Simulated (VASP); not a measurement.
# BP (F-43m) in VASP: notebook, part 2 of 2

VASP 6.6.1.

## Step 5: Single point, PBEsol

This run uses another cell than the first one, of 12.03 Å³/atom, 1.096 times its volume.

The input, INCAR:

```
SYSTEM = BP
ALGO = Normal
EDIFF = 1E-6
ENCUT = 520
GGA = PS
ISIF = 2
ISMEAR = 0
LASPH = .TRUE.
LCHARG = .FALSE.
LREAL = .FALSE.
LWAVE = .FALSE.
NBANDS = 11
NELM = 100
PREC = Accurate
SIGMA = 0.01
```

The input, KPOINTS:

```
k-points
0
G
  8 8 8
  0 0 0
```

The input, POSCAR:

```
BP
1.0
    0.0000000000      2.2914668077      2.2914668077
    2.2914668077      0.0000000000      2.2914668077
    2.2914668077      2.2914668077      0.0000000000
B P
1 1
Direct
    0.0000000000      0.0000000000      0.0000000000
    0.2500000000      0.2500000000      0.2500000000
```

Potentials or basis: VASP PAW PBE potentials, release 64 (B, P).

Run with:

```bash
cat potpaw_PBE.64/B/POTCAR potpaw_PBE.64/P/POTCAR > POTCAR
mpirun -np 1 vasp_std > vasp.out
```

OUTCAR:

```text
SYSTEM = BP
   EDIFF = 1E-6
   ENCUT = 520
   GGA = PS
   ISIF = 2
   ISMEAR = 0
   LASPH = .TRUE.
   LREAL = .FALSE.
   NELM = 100
   PREC = Accurate

 ion  position               nearest neighbor table
   1  0.000  0.000  0.000-   2 1.98   2 1.98   2 1.98   2 1.98
   2  0.250  0.250  0.250-   1 1.98   1 1.98   1 1.98   1 1.98

  LATTYP: Found a face centered cubic cell.
 ALAT       =     4.5829336154

  Lattice vectors:

 A1 = (   0.0000000000,   2.2914668077,   2.2914668077)
 A2 = (   2.2914668077,   0.0000000000,   2.2914668077)
 A3 = (   2.2914668077,   2.2914668077,   0.0000000000)

Analysis of symmetry for initial positions (statically):
=====================================================================
 Subroutine PRICEL returns:
 Original cell was already a primitive cell.

 Routine SETGRP: Setting up the symmetry group for a
 face centered cubic supercell.

 Subroutine GETGRP returns: Found 24 space group operations
 (whereof 24 operations were pure point group operations)
 out of a pool of 48 trial point group operations.

The static configuration has the point symmetry T_d .

Analysis of symmetry for dynamics (positions and initial velocities):
=====================================================================
 Subroutine PRICEL returns:
 Original cell was already a primitive cell.

 Routine SETGRP: Setting up the symmetry group for a
 face centered cubic supercell.

 Subroutine GETGRP returns: Found 24 space group operations
 (whereof 24 operations were pure point group operations)
 out of a pool of 48 trial point group operations.

The dynamic configuration has the point symmetry T_d .

 Subroutine INISYM returns: Found 24 space group operations
 (whereof 24 operations are pure point group operations),
 and found     1 'primitive' translations

----------------------------------------------------------------------------------------

                                     Primitive cell

  volume of cell :      24.0642

  direct lattice vectors                    reciprocal lattice vectors
     0.000000000  2.291466808  2.291466808    -0.218200848  0.218200848  0.218200848
     2.291466808  0.000000000  2.291466808     0.218200848 -0.218200848  0.218200848
     2.291466808  2.291466808  0.000000000     0.218200848  0.218200848 -0.218200848

  length of vectors
     3.240623437  3.240623437  3.240623437     0.377934955  0.377934955  0.377934955

  position of ions in fractional coordinates (direct lattice)
     0.000000000  0.000000000  0.000000000
     0.250000000  0.250000000  0.250000000

  ion indices of the primitive-cell ions
   primitive index   ion index
                 1           1
                 2           2

----------------------------------------------------------------------------------------

 KPOINTS: k-points

Automatic generation of k-mesh.
 Grid dimensions read from file:
 generate k-points for:    8    8    8

 Generating k-lattice:

  Cartesian coordinates                     Fractional coordinates (reciprocal lattice)
    -0.027275106  0.027275106  0.027275106     0.125000000  0.000000000  0.000000000
     0.027275106 -0.027275106  0.027275106     0.000000000  0.125000000  0.000000000
     0.027275106  0.027275106 -0.027275106     0.000000000  0.000000000  0.125000000

  Length of vectors
     0.047241869  0.047241869  0.047241869

  Shift w.r.t. Gamma in fractional coordinates (k-lattice)
     0.000000000  0.000000000  0.000000000

 Subroutine IBZKPT returns following result:
 ===========================================

 Found     29 irreducible k-points:

 Following reciprocal coordinates:
            Coordinates               Weight
  0.000000  0.000000  0.000000      1.000000
  0.125000  0.000000  0.000000      8.000000
  0.250000  0.000000  0.000000      8.000000
  0.375000  0.000000  0.000000      8.000000
  0.500000  0.000000  0.000000      4.000000
  0.125000  0.125000  0.000000      6.000000
[... 16 lines left out ...]
  0.500000  0.250000  0.125000     48.000000
 -0.375000  0.250000  0.125000     24.000000
 [... further k-points ...]
   k-points           NKPTS =     29   k-points in BZ     NKDIM =     29   number of bands    NBANDS=     11
   number of dos      NEDOS =    301   number of ions     NIONS =      2
   total plane-waves  NPLWV =  13824
   dimension x,y,z NGX =    24 NGY =   24 NGZ =   24
   dimension x,y,z NGXF=    48 NGYF=   48 NGZF=   48
   ions per type =               1   1
   NGX,Y,Z   is equivalent  to a cutoff of  12.31, 12.31, 12.31 a.u.
   NGXF,Y,Z  is equivalent  to a cutoff of  24.62, 24.62, 24.62 a.u.
 SYSTEM =  BP
   PREC   = accura    normal or accurate (medium, high low for compatibility)
   ISTART =      0    job   : 0-new  1-cont  2-samecut
   ICHARG =      2    charge: 1-file 2-atom 10-const
   ISPIN  =      1    spin polarized calculation?
   LNONCOLLINEAR =      F non collinear calculations
   LSORBIT =      F    spin-orbit coupling
   LASPH  =      T    aspherical Exc in radial PAW
   ENCUT  =  520.0 eV  38.22 Ry    6.18 a.u.   6.03  6.03  6.03*2*pi/ulx,y,z
   NELM   =    100;   NELMIN=  2; NELMDL= -5     # of ELM steps
   EDIFF  = 0.1E-05   stopping-criterion for ELM
   LREAL  =      F    real-space projection
   EDIFFG = 0.1E-04   stopping-criterion for IOM
   NSW    =      0    number of steps for IOM
   IBRION =     -1    ionic relax: 0-MD 1-quasi-New 2-CG
   NFREE  =      0    steps in history (QN), initial steepest desc. (CG)
   ISIF   =      2    stress and relaxation
   ISYM   =      2    0-nonsym 1-usesym 2-fastsym
   POTIM  = 0.5000    time-step for ionic-motion
   TEBEG  =    0.0;   TEEND  =   0.0 temperature during run
   PSTRESS=    0.0 pullay stress
   NELECT =       8.0000    total number of electrons
   NUPDOWN=      -1.0000    fix difference up-down
   EMIN   =  10.00;   EMAX   =-10.00  energy-range for DOS
   EFERMI =   0.00;   METHOD = LEGACY
   ISMEAR =     0;   SIGMA  =   0.01  broadening in eV -4-tet -1-fermi 0-gaus
   EFERMI_NEDOS =   21; number of points for ismear=-14 and -15
   IALGO  =     38    algorithm
   IMIX   =      4    mixing-type and parameters
     AMIX     =   0.40;   BMIX     =  1.00
     AMIX_MAG =   1.60;   BMIX_MAG =  1.00
  volume/ion in A,a.u.               =      12.03        81.20
  Fermi-wavevector in a.u.,A,eV,Ry     =   1.134091  2.143121 17.499303  1.286163
  Thomas-Fermi vector in A             =   2.270795
   LORBIT       =      0    0 simple, 1 ext, 2 COOP (PROOUT), +10 PAW based schemes
   GGA     = PS    functional components
   LHFCALC =     F    Hartree Fock is set to
   AEXX    =    0.0000 exact exchange contribution
   IVDW    =     0    specifies the selected vdW correction
   LEPSILON=     F    determine dielectric tensor
   LRPA    =     F    only Hartree local field effects (RPA)
 non-spin polarized calculation
 Gauss-broadening in eV      SIGMA  =   0.01
  energy-cutoff  :      520.00
  volume of cell :       24.06
 maximum number of plane-waves:       660
   NGX = 13   NGY = 13   NGZ = 13

 number of electron       7.9999999 magnetization

 Free energy of the ion-electron system (eV)
  ---------------------------------------------------
  ext. energy  EPLUGINS =         0.00000000
  ---------------------------------------------------
  free energy    TOTEN  =       -13.65236920 eV

  energy without entropy =      -13.65236920  energy(sigma->0) =      -13.65236920

 E-fermi :   7.1042     XC(G=0): -10.9214

 val. band max:        7.0602285784   @ k =   0.0000   0.0000   0.0000
 cond. band min:       8.2572960885   @ k =   0.3750   0.3750   0.0000
 fundamental gap:      1.1970675101
 Fermi energy:         7.1041841603

 k-point     1 :       0.0000    0.0000    0.0000
  band No.  band energies     occupation
      1      -8.1765      2.00000
      2       7.0602      2.00000
      3       7.0602      2.00000
      4       7.0602      2.00000
      5      10.3747      0.00000
      6      10.3747      0.00000
      7      10.3747      0.00000
      8      13.9602      0.00000
      9      18.1043      0.00000
     10      19.0961      0.00000
     11      19.0961      0.00000
[... 309 lines left out ...]
 k-point    24 :      -0.3750    0.2500    0.1250
  band No.  band energies     occupation
      1      -4.2971      2.00000
      2      -1.2541      2.00000
      3       2.5927      2.00000
      4       3.9982      2.00000
      5      11.1543      0.00000
      6      12.0910      0.00000
      7      15.1465      0.00000
      8      16.5960      0.00000
      9      17.2861      0.00000
     10      21.2333      0.00000
     11      23.4919      0.00000

 [... further k-points ...]

------------------------ aborting loop because EDIFF is reached ----------------------------------------

  FORCE on cell =-STRESS in cart. coord.  units (eV):
  Direction    XX          YY          ZZ          XY          YZ          ZX
  --------------------------------------------------------------------------------------
  -------------------------------------------------------------------------------------
  Total       -0.9570518     -0.9570518     -0.9570518     -0.0000000      0.0000000     -0.0000000
  in kB      -63.7199367    -63.7199367    -63.7199367     -0.0000000      0.0000000     -0.0000000
  external PRESSURE =     -63.7199367 kB  Pullay stress =       0.0000000 kB

 VOLUME and BASIS-vectors are now :
 -----------------------------------------------------------------------------
  energy-cutoff  :      520.00
  volume of cell :       24.06
      direct lattice vectors                 reciprocal lattice vectors
     0.000000000  2.291466808  2.291466808    -0.218200848  0.218200848  0.218200848
     2.291466808  0.000000000  2.291466808     0.218200848 -0.218200848  0.218200848
     2.291466808  2.291466808  0.000000000     0.218200848  0.218200848 -0.218200848

 POSITION                                       TOTAL-FORCE (eV/Angst)
 -----------------------------------------------------------------------------------
      0.00000      0.00000      0.00000         0.000000      0.000000      0.000000
      1.14573      1.14573      1.14573        -0.000000     -0.000000     -0.000000
 -----------------------------------------------------------------------------------
    total drift:                                0.000000      0.000000      0.000000

  FREE ENERGIE OF THE ION-ELECTRON SYSTEM (eV)
  ---------------------------------------------------
  free  energy   TOTEN  =       -13.6523691964 eV

  energy  without entropy=      -13.6523691964  energy(sigma->0) =      -13.65236920
```

stdout:

```text
POSCAR found type information on POSCAR B P
 POSCAR found :  2 types and       2 ions
 scaLAPACK will be used
 -----------------------------------------------------------------------------
|                                                                             |
|                                                                             |
|     You enforced a specific xc type in the INCAR file but a different       |
|     I HOPE YOU KNOW WHAT YOU ARE DOING!                                     |
|                                                                             |
 -----------------------------------------------------------------------------

 LDA part: xc-table for (Slater+PW92), standard interpolation
 POSCAR, INCAR and KPOINTS ok, starting setup
 FFT: planning ... GRIDC
 FFT: planning ... GRID_SOFT
 FFT: planning ... GRID
 WAVECAR not read
 entering main loop
```

Run time: 4.7 s. Hardware: 1 thread of AMD EPYC 7R13 (Zen 3), shared host; peak memory 0.1 GiB.

Results:

```yaml
Free_energy: -13.6524 eV
Pressure: -6.4 GPa
Band_gap_on_the_k_mesh: 1.20 eV, indirect (least direct gap 3.31 eV)
```

Caveat: the PAW data sets were made with another functional, which shifts forces and pressure a little. A hybrid or GW would open this gap; PBEsol tends to underestimate it.

## Step 6: Single point, PBEsol

This run uses another cell than the first one, of 12.38 Å³/atom, 1.128 times its volume.

The input, INCAR:

```
ALGO = Normal
EDIFF = 1E-7
ENCUT = 520
GGA = PS
ISIF = 2
ISMEAR = 0
LASPH = True
LCHARG = False
LREAL = False
LWAVE = False
NBANDS = 11
NELM = 80
PREC = Accurate
SIGMA = 0.01
```

The input, KPOINTS:

```
k-points
0
Gamma
  8 8 8
```

The input, POSCAR:

```
BP
1.0
    0.0000000000      2.3135014941      2.3135014941
    2.3135014941      0.0000000000      2.3135014941
    2.3135014941      2.3135014941      0.0000000000
B P
1 1
Direct
    0.0000000000      0.0000000000      0.0000000000
    0.2500000000      0.2500000000      0.2500000000
```

Potentials or basis: VASP PAW PBE potentials, release 64 (B, P).

Run with:

```bash
cat potpaw_PBE.64/B/POTCAR potpaw_PBE.64/P/POTCAR > POTCAR
mpirun -np 1 vasp_std > vasp.out
```

Run time: 5.1 s. Hardware: 1 thread of AMD EPYC 7R13 (Zen 3), shared host; peak memory 0.1 GiB.

Results (log left out):

```
Free energy            : -13.6160 eV
Pressure               : -10.3 GPa
Band gap on the k mesh : 1.23 eV, indirect (least direct gap 3.28 eV)
```

Levels at points of the mesh, in eV from the valence-band top:
| k point | band 2 | band 3 | band 4 | band 5 | band 6 | band 7 |
| --- | --- | --- | --- | --- | --- | --- |
| (0.00, 0.00, 0.00) | 0.00 | 0.00 | 0.00 | 3.28 | 3.28 | 3.28 |
| (0.50, 0.00, 0.00) | -8.69 | -1.69 | -1.69 | 3.39 | 4.61 | 4.61 |
| (0.50, 0.50, 0.00) | -8.30 | -3.94 | -3.94 | 1.33 | 1.57 | 11.56 |

Caveat: the PAW data sets were made with another functional, which shifts forces and pressure a little.

## Step 7: Summary

| cell | gap on the mesh (eV) | pressure (GPa) |
| --- | --- | --- |
| a = 3.143 Å, angles 60.0°, 2 atoms | 1.09 | 9.4 |
| a = 3.176 Å, angles 60.0°, 2 atoms | 1.13 | 3.4 |
| a = 3.209 Å, angles 60.0°, 2 atoms | 1.16 | -1.8 |
| a = 3.241 Å, angles 60.0°, 2 atoms | 1.20 | -6.4 |
| a = 3.272 Å, angles 60.0°, 2 atoms | 1.23 | -10.3 |

Alike in all rows: task single point; level PBEsol; potentials or basis VASP PAW PBE potentials, release 64 (B, P); no spin polarisation; k mesh 8 × 8 × 8; cutoff (eV) 520; smearing gaussian 0.01 eV.

Caveats: the PAW data sets were made with another functional, which shifts forces and pressure a little.

Total energies depend on the potentials used, so only differences within one code and one set of settings carry meaning.
